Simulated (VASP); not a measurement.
# SnO2 (P4_2/mmc) in VASP: single point with PBE

Aim: the single point of SnO2 with PBE.

Program: VASP 6.6.1. These are calculated values, not measurements. Logs are shortened: lines on timing, memory, paths and dates and some standing lists are left out, and cuts for length are marked.

### 1 The cell of the first run

It takes space group P4_2/mmc (No. 131, tetragonal). The conventional cell has a = 3.952 Å, b = 3.952 Å, c = 7.833 Å, α = 90.00°, β = 90.00°, γ = 90.00°. Within 2.6 Å of Sn (site symmetry mmm) lie 4 O at 1.96 to 1.98 Å. Within 2.6 Å of O (site symmetry mmm) lie 2 Sn at 1.98 Å. Within 2.6 Å of O (site symmetry -4m2) lie 2 Sn at 1.96 Å.

### 2 Single point, PBE (atoms taken out)

File INCAR:

```
SYSTEM = SnO2
PREC = Accurate
ENCUT = 520
EDIFF = 1E-6
ISMEAR = 0
SIGMA = 0.1
LREAL = .False.
LASPH = .True.
NELM = 100
ALGO = Fast
ISIF = 2
LWAVE = .False.
LCHARG = .False.
GGA = PE
NBANDS = 35
```

File KPOINTS:

```
regular mesh
0
Gamma
  10 10 6
  0 0 0
```

File POSCAR:

```
SnO2
1.0
    3.9519144119      0.0000000000      0.0000000000
    0.0000000000      3.9519144119      0.0000000000
    0.0000000000      0.0000000000      7.8333881654
Sn O
2 4
Direct
    0.0000000000      0.0000000000      0.0000000000
    0.0000000000      0.0000000000      0.5000000000
    0.5000000000      0.0000000000      0.0000000000
    0.0000000000      0.5000000000      0.5000000000
    0.0000000000      0.0000000000      0.2500000000
    0.0000000000      0.0000000000      0.7500000000
```

Potentials or basis: VASP PAW PBE potentials, release 64 (Sn_d, O).

Started as:

```console
> cat potpaw_PBE.64/Sn_d/POTCAR potpaw_PBE.64/O/POTCAR > POTCAR
> mpirun -np 1 vasp_std > vasp.out
```

OUTCAR:

```text
SYSTEM = SnO2
   PREC = Accurate
   ENCUT = 520
   EDIFF = 1E-6
   ISMEAR = 0
   LREAL = .False.
   LASPH = .True.
   NELM = 100
   ISIF = 2
   GGA = PE

 ion  position               nearest neighbor table
   1  0.000  0.000  0.000-   5 1.96   6 1.96   3 1.98   3 1.98
   2  0.000  0.000  0.500-   5 1.96   6 1.96   4 1.98   4 1.98
   3  0.500  0.000  0.000-   1 1.98   1 1.98
   4  0.000  0.500  0.500-   2 1.98   2 1.98
   5  0.000  0.000  0.250-   1 1.96   2 1.96
   6  0.000  0.000  0.750-   1 1.96   2 1.96

  LATTYP: Found a simple tetragonal cell.
 ALAT       =     3.9519144119
 C/A-ratio  =     1.9821755607

  Lattice vectors:

 A1 = (   3.9519144119,   0.0000000000,   0.0000000000)
 A2 = (   0.0000000000,   3.9519144119,   0.0000000000)
 A3 = (   0.0000000000,   0.0000000000,   7.8333881654)

Analysis of symmetry for initial positions (statically):
=====================================================================
 Subroutine PRICEL returns:
 Original cell was already a primitive cell.

 Routine SETGRP: Setting up the symmetry group for a
 simple tetragonal supercell.

 Subroutine GETGRP returns: Found 16 space group operations
 (whereof  8 operations were pure point group operations)
 out of a pool of 16 trial point group operations.

The static configuration has the point symmetry D_2h.
 The point group associated with its full space group is D_4h.

Analysis of symmetry for dynamics (positions and initial velocities):
=====================================================================
 Subroutine PRICEL returns:
 Original cell was already a primitive cell.

 Routine SETGRP: Setting up the symmetry group for a
 simple tetragonal supercell.

 Subroutine GETGRP returns: Found 16 space group operations
 (whereof  8 operations were pure point group operations)
 out of a pool of 16 trial point group operations.

The dynamic configuration has the point symmetry D_2h.
 The point group associated with its full space group is D_4h.

 Subroutine INISYM returns: Found 16 space group operations
 (whereof  8 operations are pure point group operations),
 and found     1 'primitive' translations

----------------------------------------------------------------------------------------

                                     Primitive cell
[... 99 lines left out ...]
   EDIFF  = 0.1E-05   stopping-criterion for ELM
   LREAL  =      F    real-space projection
   EDIFFG = 0.1E-04   stopping-criterion for IOM
   NSW    =      0    number of steps for IOM
   IBRION =     -1    ionic relax: 0-MD 1-quasi-New 2-CG
   NFREE  =      0    steps in history (QN), initial steepest desc. (CG)
   ISIF   =      2    stress and relaxation
   ISYM   =      2    0-nonsym 1-usesym 2-fastsym
   POTIM  = 0.5000    time-step for ionic-motion
   TEBEG  =    0.0;   TEEND  =   0.0 temperature during run
   PSTRESS=    0.0 pullay stress
   NELECT =      52.0000    total number of electrons
   NUPDOWN=      -1.0000    fix difference up-down
   EMIN   =  10.00;   EMAX   =-10.00  energy-range for DOS
   EFERMI =   0.00;   METHOD = LEGACY
   ISMEAR =     0;   SIGMA  =   0.10  broadening in eV -4-tet -1-fermi 0-gaus
   EFERMI_NEDOS =   21; number of points for ismear=-14 and -15
   IALGO  =     68    algorithm
   IMIX   =      4    mixing-type and parameters
     AMIX     =   0.40;   BMIX     =  1.00
     AMIX_MAG =   1.60;   BMIX_MAG =  1.00
  volume/ion in A,a.u.               =      20.39       137.60
  Fermi-wavevector in a.u.,A,eV,Ry     =   1.230895  2.326054 20.614224  1.515103
  Thomas-Fermi vector in A             =   2.365726
   LORBIT       =      0    0 simple, 1 ext, 2 COOP (PROOUT), +10 PAW based schemes
   GGA     = PE    functional components
   LHFCALC =     F    Hartree Fock is set to
   AEXX    =    0.0000 exact exchange contribution
   IVDW    =     0    specifies the selected vdW correction
   LEPSILON=     F    determine dielectric tensor
   LRPA    =     F    only Hartree local field effects (RPA)
 non-spin polarized calculation
 RMM-DIIS sequential band-by-band and
 Gauss-broadening in eV      SIGMA  =   0.10
  energy-cutoff  :      520.00
  volume of cell :      122.34
 maximum number of plane-waves:      3333
 NGX is ok and might be reduce to    30
   NGX = 15   NGY = 15   NGZ = 29

 number of electron      51.9999980 magnetization

 Free energy of the ion-electron system (eV)
  ---------------------------------------------------
  ext. energy  EPLUGINS =         0.00000000
  ---------------------------------------------------
  free energy    TOTEN  =       -31.88387058 eV

  energy without entropy =      -31.87330629  energy(sigma->0) =      -31.87858844

 E-fermi :   1.2041     XC(G=0):  -8.2012

 val. band max:        1.1918644781   @ k =   0.5000   0.5000   0.0000
 cond. band min:       1.2398564054   @ k =   0.2000   0.0000   0.0000
 fundamental gap:      0.0479919272
 Fermi energy:         1.2040792910

 k-point     1 :       0.0000    0.0000    0.0000
  band No.  band energies     occupation
      1     -20.4042      2.00000
      2     -20.2626      2.00000
      3     -20.2162      2.00000
      4     -19.8303      2.00000
      5     -19.5878      2.00000
      6     -19.5878      2.00000
[... 901 lines left out ...]
     34      11.2947      0.00000
     35      11.8354      0.00000

 [... further k-points ...]

------------------------ aborting loop because EDIFF is reached ----------------------------------------

  FORCE on cell =-STRESS in cart. coord.  units (eV):
  Direction    XX          YY          ZZ          XY          YZ          ZX
  --------------------------------------------------------------------------------------
  -------------------------------------------------------------------------------------
  Total        0.1770874      0.1770874      0.4119322      0.0000000      0.0000000      0.0000000
  in kB        2.3191746      2.3191746      5.3947532      0.0000000      0.0000000      0.0000000
  external PRESSURE =       3.3443675 kB  Pullay stress =       0.0000000 kB

 VOLUME and BASIS-vectors are now :
 -----------------------------------------------------------------------------
  energy-cutoff  :      520.00
  volume of cell :      122.34
      direct lattice vectors                 reciprocal lattice vectors
     3.951914412  0.000000000  0.000000000     0.253041917  0.000000000  0.000000000
     0.000000000  3.951914412  0.000000000     0.000000000  0.253041917  0.000000000
     0.000000000  0.000000000  7.833388165     0.000000000  0.000000000  0.127658681

 POSITION                                       TOTAL-FORCE (eV/Angst)
 -----------------------------------------------------------------------------------
      0.00000      0.00000      0.00000         0.000000     -0.000000      0.000000
      0.00000      0.00000      3.91669         0.000000     -0.000000      0.000000
      1.97596      0.00000      0.00000         0.000000     -0.000000      0.000000
      0.00000      1.97596      3.91669         0.000000     -0.000000      0.000000
      0.00000      0.00000      1.95835        -0.000000     -0.000000      0.000000
      0.00000      0.00000      5.87504         0.000000      0.000000     -0.000000
 -----------------------------------------------------------------------------------
    total drift:                               -0.000000      0.000000      0.000000

  FREE ENERGIE OF THE ION-ELECTRON SYSTEM (eV)
  ---------------------------------------------------
  free  energy   TOTEN  =       -31.8838705761 eV

  energy  without entropy=      -31.8733062946  energy(sigma->0) =      -31.87858844
```

OSZICAR:

```text
N       E                     dE             d eps       ncg     rms          rms(c)
DAV:   1     0.629283200251E+03    0.62928E+03   -0.25439E+04  6317   0.192E+03
DAV:   2     0.634541063704E+02   -0.56583E+03   -0.53317E+03  6691   0.553E+02
DAV:   3    -0.359263446386E+02   -0.99380E+02   -0.97590E+02  6455   0.204E+02
DAV:   4    -0.414154914446E+02   -0.54891E+01   -0.54528E+01  6924   0.541E+01
DAV:   5    -0.415770039219E+02   -0.16151E+00   -0.16136E+00  6943   0.950E+00    0.179E+01
RMM:   6    -0.320769211203E+02    0.95001E+01   -0.26944E+01  7636   0.255E+01    0.659E+00
RMM:   7    -0.319985136326E+02    0.78407E-01   -0.24757E+00  7896   0.979E+00    0.387E+00
RMM:   8    -0.318722675704E+02    0.12625E+00   -0.71535E-01  7668   0.493E+00    0.583E-01
RMM:   9    -0.318799397008E+02   -0.76721E-02   -0.19244E-01  8940   0.210E+00    0.503E-01
RMM:  10    -0.318851830630E+02   -0.52434E-02   -0.25955E-02  8508   0.929E-01    0.366E-01
RMM:  11    -0.318840026643E+02    0.11804E-02   -0.57016E-03  8185   0.499E-01    0.182E-01
RMM:  12    -0.318838067059E+02    0.19596E-03   -0.22459E-03  7864   0.335E-01    0.365E-02
RMM:  13    -0.318838583178E+02   -0.51612E-04   -0.58887E-04  9206   0.160E-01    0.325E-02
RMM:  14    -0.318838696056E+02   -0.11288E-04   -0.12436E-04  9429   0.626E-02    0.118E-02
RMM:  15    -0.318838708174E+02   -0.12117E-05   -0.15374E-05  8070   0.236E-02    0.563E-03
RMM:  16    -0.318838705761E+02    0.24125E-06   -0.41954E-06  6636   0.128E-02
   1 F= -.31883871E+02 E0= -.31878588E+02  d E =-.105643E-01
```

Run time: 7.3 min. Hardware: 1 thread of Oxide Virtual Turin-like, shared host; peak memory 0.37 GiB.

Results:

| Property | Result |
| --- | --- |
| Free energy | -31.8839 eV |
| Pressure | 0.3 GPa |
| Band gap on the k mesh | zero (bands 26 and 27 overlap by 0.71 eV) |

Stress tensor (GPa, compression positive):
```
0.23 0.00 0.00
0.00 0.23 0.00
0.00 0.00 0.54
```

Levels at points of the mesh, in eV from the Fermi level:
```
           k point  band 23  band 24  band 25  band 26  band 27  band 28  band 29  band 30
(0.00, 0.00, 0.00)    -1.04    -1.04    -0.76    -0.76    -0.72     2.80     6.63     6.63
(0.50, 0.00, 0.00)    -1.04    -1.00    -0.99    -0.04     2.09     3.14     4.39     5.33
(0.50, 0.50, 0.00)    -1.45    -0.76    -0.01    -0.01     1.94     1.94     4.63     6.80
(0.00, 0.00, 0.50)    -0.91    -0.91    -0.84    -0.84     1.07     1.07     6.65     6.65
(0.50, 0.00, 0.50)    -1.04    -0.88    -0.75    -0.09     2.12     3.24     3.47     5.35
(0.50, 0.50, 0.50)    -1.51    -1.51    -0.43    -0.43     2.13     2.13     5.28     5.28
```

Caveat: the cell differs from its parent crystal (atoms taken out); semilocal functionals underestimate gaps, and a narrow one can read as zero; spin-orbit coupling is left out, which moves the levels of the heavy elements.

The gap in the log of VASP goes by the Fermi energy; the results here count the filled bands.